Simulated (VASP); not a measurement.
Here is a VASP 6.6.1 calculation.

The input INCAR:

```
SYSTEM = Ti6O
PREC = Accurate ; ENCUT = 520
EDIFF = 1E-6 ; ISMEAR = 0
SIGMA = 0.1 ; LREAL = .FALSE.
LASPH = .TRUE. ; NELM = 100
ALGO = Normal ; ISIF = 2
LWAVE = .FALSE. ; LCHARG = .FALSE.
LDIPOL = .TRUE. ; IDIPOL = 3
DIPOL = 0.5 0.5 0.352 ; GGA = PS
NBANDS = 48
```

File KPOINTS:

```
regular mesh
0
G
  9 6 1
  0 0 0
```

The input POSCAR:

```
Ti6O
1.0
    2.8999670177      0.0000000000      0.0000000000
    0.0000000000      4.5905806278      0.0000000000
    0.0000000000      0.0000000000     21.2062529549
Ti O
6 1
Direct
    0.0000000000      0.7500000000      0.1886236106
    0.5000000000      0.2500000000      0.2281000977
    0.5000000000      0.7500000000      0.3070530716
    0.0000000000      0.2500000000      0.3454090437
    0.0000000000      0.7500000000      0.4205530428
    0.5000000000      0.2500000000      0.4577071195
    0.6666666667      0.4500000000      0.5176638368
```

Potentials or basis: VASP PAW PBE potentials, release 64 (Ti_sv, O).

Run with:

```console
$ cat potpaw_PBE.64/Ti_sv/POTCAR potpaw_PBE.64/O/POTCAR > POTCAR
$ mpirun -np 1 vasp_std > vasp.out
```

**Question.** What does it give for the band gap on the k mesh?

**Answer.** Zero (bands 39 and 40 overlap by 0.48 eV).

**Question.** Estimate the largest force.

**Answer.** 1.945 eV/Å.

Forces in eV/Å, atoms in the order of the input:
```
Ti  -0.013  0.036  0.319
Ti  -0.002 -0.049  0.094
Ti   0.073  0.106 -0.187
Ti  -0.057 -0.127 -0.562
Ti  -0.342 -0.433  0.279
Ti  -0.808 -1.085 -0.178
O    1.148  1.552  0.234
```

Caveat: the PAW data sets were made with another functional, which shifts forces and pressure a little.
